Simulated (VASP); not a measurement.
# GaN (I-4m2) in VASP: further runs

The runs below take GaN through single point, with PBE.

Program: VASP 6.6.1. These are calculated values, not measurements. Logs are shortened: lines on timing, memory, paths and dates and some standing lists are left out, and cuts for length are marked.

### Step 1. The cell of the first run

It takes space group I-4m2 (No. 119, tetragonal). The conventional cell has a = 3.187 Å, b = 3.187 Å, c = 4.710 Å, α = 90.00°, β = 90.00°, γ = 90.00°. Within 2.6 Å of Ga (site symmetry -4m2) lie 4 N at 1.98 Å. Within 2.6 Å of N (site symmetry -4m2) lie 4 Ga at 1.98 Å.

### Step 2. Single point, PBE (strain +0.0450 x Voigt [0, 0, 1, 0, 0, 0])

Contents of INCAR:

```
SYSTEM = GaN
PREC = Accurate
ENCUT = 520
EDIFF = 1E-6
ISMEAR = 0
SIGMA = 0.05
LREAL = .False.
LASPH = .True.
NELM = 80
ALGO = Normal
ISIF = 2
LWAVE = .False.
LCHARG = .False.
GGA = PE
NBANDS = 16
```

Contents of KPOINTS:

```
Automatic mesh
0
Gamma
  10 10 10
  0 0 0
```

Contents of POSCAR:

```
GaN
1.0
    0.0000000000      2.2535006075      2.3549081348
    2.2535006075      0.0000000000      2.3549081348
    2.2535006075      2.2535006075      0.0000000000
Ga N
1 1
Direct
    0.0000000000      0.0000000000      0.0000000000
    0.7500000000      0.7500000000      0.7500000000
```

Potentials or basis: VASP PAW PBE potentials, release 64 (Ga_d, N).

Launch:

```bash
cat potpaw_PBE.64/Ga_d/POTCAR potpaw_PBE.64/N/POTCAR > POTCAR
mpirun -np 1 vasp_std > vasp.out
```

OUTCAR:

```text
SYSTEM = GaN
   PREC = Accurate
   ENCUT = 520
   EDIFF = 1E-6
   ISMEAR = 0
   LREAL = .False.
   LASPH = .True.
   NELM = 80
   ISIF = 2
   GGA = PE

 ion  position               nearest neighbor table
   1  0.000  0.000  0.000-   2 1.98   2 1.98   2 1.98   2 1.98
   2  0.750  0.750  0.750-   1 1.98   1 1.98   1 1.98   1 1.98

  LATTYP: Found a body centered tetragonal cell.
 ALAT       =     3.1869311219
 C/A-ratio  =     1.4778531727

  Lattice vectors:

 A1 = (  -2.2535006075,   0.0000000000,   2.3549081348)
 A2 = (   2.2535006075,   0.0000000000,   2.3549081348)
 A3 = (   0.0000000000,   2.2535006075,  -2.3549081348)

Analysis of symmetry for initial positions (statically):
=====================================================================
 Subroutine PRICEL returns:
 Original cell was already a primitive cell.

 Routine SETGRP: Setting up the symmetry group for a
 body centered tetragonal supercell.

 Subroutine GETGRP returns: Found  8 space group operations
 (whereof  8 operations were pure point group operations)
 out of a pool of 16 trial point group operations.

The static configuration has the point symmetry D_2d.

Analysis of symmetry for dynamics (positions and initial velocities):
=====================================================================
 Subroutine PRICEL returns:
 Original cell was already a primitive cell.

 Routine SETGRP: Setting up the symmetry group for a
 body centered tetragonal supercell.

 Subroutine GETGRP returns: Found  8 space group operations
 (whereof  8 operations were pure point group operations)
 out of a pool of 16 trial point group operations.

The dynamic configuration has the point symmetry D_2d.

 Subroutine INISYM returns: Found  8 space group operations
 (whereof  8 operations are pure point group operations),
 and found     1 'primitive' translations

----------------------------------------------------------------------------------------

                                     Primitive cell

  volume of cell :      23.9177

  direct lattice vectors                    reciprocal lattice vectors
     0.000000000  2.253500607  2.354908135    -0.221877020  0.221877020  0.212322507
     2.253500607  0.000000000  2.354908135     0.221877020 -0.221877020  0.212322507
     2.253500607  2.253500607  0.000000000     0.221877020  0.221877020 -0.212322507

  length of vectors
     3.259425917  3.259425917  3.186931122     0.378866298  0.378866298  0.378866298

  position of ions in fractional coordinates (direct lattice)
     0.000000000  0.000000000  0.000000000
     0.750000000  0.750000000  0.750000000

  ion indices of the primitive-cell ions
   primitive index   ion index
                 1           1
                 2           2

----------------------------------------------------------------------------------------

 KPOINTS: Automatic mesh

Automatic generation of k-mesh.
 Grid dimensions read from file:
 generate k-points for:   10   10   10

 Generating k-lattice:

  Cartesian coordinates                     Fractional coordinates (reciprocal lattice)
    -0.022187702  0.022187702  0.021232251     0.100000000 -0.000000000  0.000000000
     0.022187702 -0.022187702  0.021232251    -0.000000000  0.100000000  0.000000000
     0.022187702  0.022187702 -0.021232251     0.000000000  0.000000000  0.100000000

  Length of vectors
     0.037886630  0.037886630  0.037886630

  Shift w.r.t. Gamma in fractional coordinates (k-lattice)
     0.000000000  0.000000000  0.000000000

 Subroutine IBZKPT returns following result:
 ===========================================

 Found    102 irreducible k-points:

 Following reciprocal coordinates:
            Coordinates               Weight
  0.000000  0.000000  0.000000      1.000000
  0.100000  0.000000  0.000000      8.000000
  0.200000  0.000000  0.000000      8.000000
  0.300000 -0.000000  0.000000      8.000000
  0.400000  0.000000  0.000000      8.000000
  0.500000  0.000000  0.000000      4.000000
[... 16 lines left out ...]
  0.300000  0.300000  0.000000      2.000000
  0.400000  0.300000  0.000000      8.000000
 [... further k-points ...]
   k-points           NKPTS =    102   k-points in BZ     NKDIM =    102   number of bands    NBANDS=     16
   number of dos      NEDOS =    301   number of ions     NIONS =      2
   total plane-waves  NPLWV =  13824
   dimension x,y,z NGX =    24 NGY =   24 NGZ =   24
   dimension x,y,z NGXF=    48 NGYF=   48 NGZF=   48
   ions per type =               1   1
   NGX,Y,Z   is equivalent  to a cutoff of  12.24, 12.24, 12.52 a.u.
   NGXF,Y,Z  is equivalent  to a cutoff of  24.48, 24.48, 25.04 a.u.
 SYSTEM =  GaN
   PREC   = accura    normal or accurate (medium, high low for compatibility)
   ISTART =      0    job   : 0-new  1-cont  2-samecut
   ICHARG =      2    charge: 1-file 2-atom 10-const
   ISPIN  =      1    spin polarized calculation?
   LNONCOLLINEAR =      F non collinear calculations
   LSORBIT =      F    spin-orbit coupling
   LASPH  =      T    aspherical Exc in radial PAW
   ENCUT  =  520.0 eV  38.22 Ry    6.18 a.u.   6.06  6.06  5.93*2*pi/ulx,y,z
   NELM   =     80;   NELMIN=  2; NELMDL= -5     # of ELM steps
   EDIFF  = 0.1E-05   stopping-criterion for ELM
   LREAL  =      F    real-space projection
   EDIFFG = 0.1E-04   stopping-criterion for IOM
   NSW    =      0    number of steps for IOM
   IBRION =     -1    ionic relax: 0-MD 1-quasi-New 2-CG
   NFREE  =      0    steps in history (QN), initial steepest desc. (CG)
   ISIF   =      2    stress and relaxation
   ISYM   =      2    0-nonsym 1-usesym 2-fastsym
   POTIM  = 0.5000    time-step for ionic-motion
   TEBEG  =    0.0;   TEEND  =   0.0 temperature during run
   PSTRESS=    0.0 pullay stress
   NELECT =      18.0000    total number of electrons
   NUPDOWN=      -1.0000    fix difference up-down
   EMIN   =  10.00;   EMAX   =-10.00  energy-range for DOS
   EFERMI =   0.00;   METHOD = LEGACY
   ISMEAR =     0;   SIGMA  =   0.05  broadening in eV -4-tet -1-fermi 0-gaus
   EFERMI_NEDOS =   21; number of points for ismear=-14 and -15
   IALGO  =     38    algorithm
   IMIX   =      4    mixing-type and parameters
     AMIX     =   0.40;   BMIX     =  1.00
     AMIX_MAG =   1.60;   BMIX_MAG =  1.00
  volume/ion in A,a.u.               =      11.96        80.70
  Fermi-wavevector in a.u.,A,eV,Ry     =   1.489107  2.814004 30.170096  2.217440
  Thomas-Fermi vector in A             =   2.602057
   LORBIT       =      0    0 simple, 1 ext, 2 COOP (PROOUT), +10 PAW based schemes
   GGA     = PE    functional components
   LHFCALC =     F    Hartree Fock is set to
   AEXX    =    0.0000 exact exchange contribution
   IVDW    =     0    specifies the selected vdW correction
   LEPSILON=     F    determine dielectric tensor
   LRPA    =     F    only Hartree local field effects (RPA)
 non-spin polarized calculation
 Gauss-broadening in eV      SIGMA  =   0.05
  energy-cutoff  :      520.00
  volume of cell :       23.92
 maximum number of plane-waves:       660
   NGX = 13   NGY = 13   NGZ = 11

 number of electron      17.9999989 magnetization

 Free energy of the ion-electron system (eV)
  ---------------------------------------------------
  ext. energy  EPLUGINS =         0.00000000
  ---------------------------------------------------
  free energy    TOTEN  =       -12.13794579 eV

  energy without entropy =      -12.13794579  energy(sigma->0) =      -12.13794579

 E-fermi :   5.0849     XC(G=0): -11.4357

 val. band max:        4.8863728212   @ k =   0.0000   0.0000   0.0000
 cond. band min:       6.2469061614   @ k =   0.0000   0.0000   0.0000
 fundamental gap:      1.3605333403
 Fermi energy:         5.0849293655

 k-point     1 :       0.0000    0.0000    0.0000
  band No.  band energies     occupation
      1     -10.7498      2.00000
      2      -8.6338      2.00000
      3      -8.5878      2.00000
      4      -8.5878      2.00000
      5      -8.3285      2.00000
      6      -8.3262      2.00000
[... 8 lines left out ...]
     15      22.4555      0.00000
     16      23.3395      0.00000

 k-point     2 :       0.1000    0.0000    0.0000
  band No.  band energies     occupation
      1     -10.6501      2.00000
      2      -8.6142      2.00000
      3      -8.5760      2.00000
      4      -8.5534      2.00000
      5      -8.3305      2.00000
      6      -8.3259      2.00000
[... 8 lines left out ...]
     15      22.2958      0.00000
     16      22.5431      0.00000

 k-point     3 :       0.2000    0.0000    0.0000
  band No.  band energies     occupation
      1     -10.4057      2.00000
      2      -8.5804      2.00000
      3      -8.5487      2.00000
      4      -8.3911      2.00000
      5      -8.3322      2.00000
      6      -8.3170      2.00000
[... 8 lines left out ...]
     15      21.5070      0.00000
     16      21.6239      0.00000

 k-point     4 :       0.3000   -0.0000    0.0000
  band No.  band energies     occupation
      1     -10.1612      2.00000
      2      -8.5553      2.00000
      3      -8.5243      2.00000
      4      -8.3241      2.00000
      5      -8.3078      2.00000
      6      -7.9818      2.00000
[... 8 lines left out ...]
     15      21.8124      0.00000
     16      21.8453      0.00000
[... 324 lines left out ...]
 k-point    22 :      -0.2000    0.2000    0.0000
  band No.  band energies     occupation
      1     -10.0814      2.00000
      2      -8.5416      2.00000
      3      -8.4998      2.00000
      4      -8.3541      2.00000
      5      -8.3299      2.00000
      6      -7.7845      2.00000
[... 8 lines left out ...]
     15      22.0153      0.00000
     16      24.4898      0.00000

 k-point    23 :       0.3000    0.3000    0.0000
  band No.  band energies     occupation
      1     -10.0344      2.00000
      2      -8.4510      2.00000
      3      -8.4274      2.00000
      4      -8.4274      2.00000
      5      -8.2917      2.00000
      6      -7.8766      2.00000
[... 8 lines left out ...]
     15      26.7116      0.00000
     16      27.0383      0.00000

 k-point    24 :       0.4000    0.3000    0.0000
  band No.  band energies     occupation
      1      -9.9420      2.00000
      2      -8.4709      2.00000
      3      -8.4006      2.00000
      4      -8.3988      2.00000
      5      -8.2846      2.00000
      6      -7.4457      2.00000
[... 8 lines left out ...]
     15      26.5305      0.00000
     16      27.1304      0.00000

 [... further k-points ...]
[... 5 lines left out ...]
  --------------------------------------------------------------------------------------
  -------------------------------------------------------------------------------------
  Total       -0.1087086     -0.1087086     -1.0015216      0.0000000     -0.0000000      0.0000000
  in kB       -7.2820760     -7.2820760    -67.0890408      0.0000000     -0.0000000      0.0000000
  external PRESSURE =     -27.2177309 kB  Pullay stress =       0.0000000 kB

 VOLUME and BASIS-vectors are now :
 -----------------------------------------------------------------------------
  energy-cutoff  :      520.00
  volume of cell :       23.92
      direct lattice vectors                 reciprocal lattice vectors
     0.000000000  2.253500607  2.354908135    -0.221877020  0.221877020  0.212322507
     2.253500607  0.000000000  2.354908135     0.221877020 -0.221877020  0.212322507
     2.253500607  2.253500607  0.000000000     0.221877020  0.221877020 -0.212322507

 POSITION                                       TOTAL-FORCE (eV/Angst)
 -----------------------------------------------------------------------------------
      0.00000      0.00000      0.00000        -0.000000     -0.000000      0.000000
      3.38025      3.38025      3.53236         0.000000      0.000000     -0.000000
 -----------------------------------------------------------------------------------
    total drift:                               -0.000001     -0.000001     -0.000002

  FREE ENERGIE OF THE ION-ELECTRON SYSTEM (eV)
  ---------------------------------------------------
  free  energy   TOTEN  =       -12.1379457865 eV

  energy  without entropy=      -12.1379457865  energy(sigma->0) =      -12.13794579
```

Run time: 55 s. Hardware: 1 thread of Intel Xeon 8259CL, shared host; peak memory 0.16 GiB.

Results:

* Free energy: -12.1379 eV
* Pressure: -2.7 GPa
* Band gap on the k mesh: 1.36 eV, direct

Caveat: the cell differs from its parent crystal (strain +0.0450 x Voigt [0, 0, 1, 0, 0, 0]).

### Step 3. Single point, PBE (strain +0.0525 x Voigt [0, 0, 1, 0, 0, 0])

Contents of INCAR:

```
ALGO = Normal
EDIFF = 1E-6
ENCUT = 520
GGA = PE
ISIF = 2
ISMEAR = 0
LASPH = True
LCHARG = False
LREAL = False
LWAVE = False
NBANDS = 16
NELM = 100
PREC = Accurate
SIGMA = 0.05
```

Contents of KPOINTS:

```
k-points
0
Gamma
  10 10 10
```

Contents of POSCAR:

```
GaN
1.0
    0.0000000000      2.2535006075      2.3718093894
    2.2535006075      0.0000000000      2.3718093894
    2.2535006075      2.2535006075      0.0000000000
Ga N
1 1
Direct
    0.0000000000      0.0000000000      0.0000000000
    0.7500000000      0.7500000000      0.7500000000
```

Potentials or basis: VASP PAW PBE potentials, release 64 (Ga_d, N).

Launch:

```bash
cat potpaw_PBE.64/Ga_d/POTCAR potpaw_PBE.64/N/POTCAR > POTCAR
mpirun -np 1 vasp_std > vasp.out
```

It took 57 s on 1 thread of Intel Xeon 8259CL, shared host; peak memory 0.16 GiB.

Results (log left out):

```
Free energy            : -12.1298 eV
Pressure               : -3.9 GPa
Band gap on the k mesh : 1.30 eV, direct
```

Stress tensor (GPa, compression positive):
```
-1.51  0.00  0.00
 0.00 -1.51  0.00
 0.00  0.00 -8.58
```

Levels at points of the mesh, in eV from the valence-band top:
| k point | band 7 | band 8 | band 9 | band 10 | band 11 | band 12 |
| --- | --- | --- | --- | --- | --- | --- |
| (0.00, 0.00, 0.00) | -0.25 | 0.00 | 0.00 | 1.30 | 9.87 | 9.87 |
| (0.50, 0.00, 0.00) | -6.79 | -1.18 | -0.80 | 4.14 | 8.38 | 9.75 |
| (0.50, 0.50, 0.00) | -6.35 | -2.35 | -2.35 | 3.48 | 6.76 | 10.87 |
| (0.50, 0.00, 0.50) | -5.82 | -2.72 | -2.72 | 3.16 | 6.02 | 11.47 |

Caveat: the cell differs from its parent crystal (strain +0.0525 x Voigt [0, 0, 1, 0, 0, 0]).

### Step 4. Single point, PBE (strain +0.0600 x Voigt [0, 0, 1, 0, 0, 0])

Contents of INCAR:

```
SYSTEM = GaN
ALGO = Normal
EDIFF = 1E-6
ENCUT = 520
GGA = PE
ISIF = 2
ISMEAR = 0
LASPH = .TRUE.
LCHARG = .FALSE.
LREAL = .FALSE.
LWAVE = .FALSE.
NBANDS = 16
NELM = 80
PREC = Accurate
SIGMA = 0.05
```

Contents of KPOINTS:

```
k-points
0
G
  10 10 10
  0 0 0
```

Contents of POSCAR:

```
GaN
1.0
    0.0000000000      2.2535006075      2.3887106440
    2.2535006075      0.0000000000      2.3887106440
    2.2535006075      2.2535006075      0.0000000000
Ga N
1 1
Direct
    0.0000000000      0.0000000000      0.0000000000
    0.7500000000      0.7500000000      0.7500000000
```

Launch:

```bash
cat potpaw_PBE.64/Ga_d/POTCAR potpaw_PBE.64/N/POTCAR > POTCAR
mpirun -np 1 vasp_std > vasp.out
```

Wall time 55 s (1 thread of Intel Xeon 8259CL, shared host); peak memory 0.17 GiB.

The run converged. Its results:

| Quantity | Value |
| --- | --- |
| Free energy | -12.1197 eV |
| Pressure | -5.0 GPa |
| Band gap on the k mesh | 1.24 eV, direct |

Stress tensor (GPa, compression positive):
```
 -2.25   0.00   0.00
  0.00  -2.25   0.00
  0.00   0.00 -10.42
```

Levels at points of the mesh, in eV from the valence-band top:
```csv
k point,band 7,band 8,band 9,band 10,band 11,band 12
"(0.00, 0.00, 0.00)",-0.29,0.00,0.00,1.24,9.81,9.81
"(0.50, 0.00, 0.00)",-6.76,-1.21,-0.77,4.06,8.34,9.68
"(0.50, 0.50, 0.00)",-6.38,-2.31,-2.31,3.49,6.76,10.76
"(0.50, 0.00, 0.50)",-5.77,-2.73,-2.72,3.14,5.93,11.43
```

Caveat: the cell differs from its parent crystal (strain +0.0600 x Voigt [0, 0, 1, 0, 0, 0]).

### Step 5. The runs side by side

| cell | gap on the mesh (eV) | pressure (GPa) |
| --- | --- | --- |
| a = 3.259, b = 3.259, c = 3.187 Å, angles 60.7, 60.7, 58.5°, 2 atoms | 1.36 | -2.7 |
| a = 3.272, b = 3.272, c = 3.187 Å, angles 60.9, 60.9, 58.3°, 2 atoms | 1.30 | -3.9 |
| a = 3.284, b = 3.284, c = 3.187 Å, angles 61.0, 61.0, 58.1°, 2 atoms | 1.24 | -5.0 |

Alike in all rows: task single point; level PBE; potentials or basis VASP PAW PBE potentials, release 64 (Ga_d, N); no spin polarisation; k mesh 10 × 10 × 10; cutoff (eV) 520; smearing gaussian 0.05 eV.

Total energies depend on the potentials used, so only differences within one code and one set of settings carry meaning.
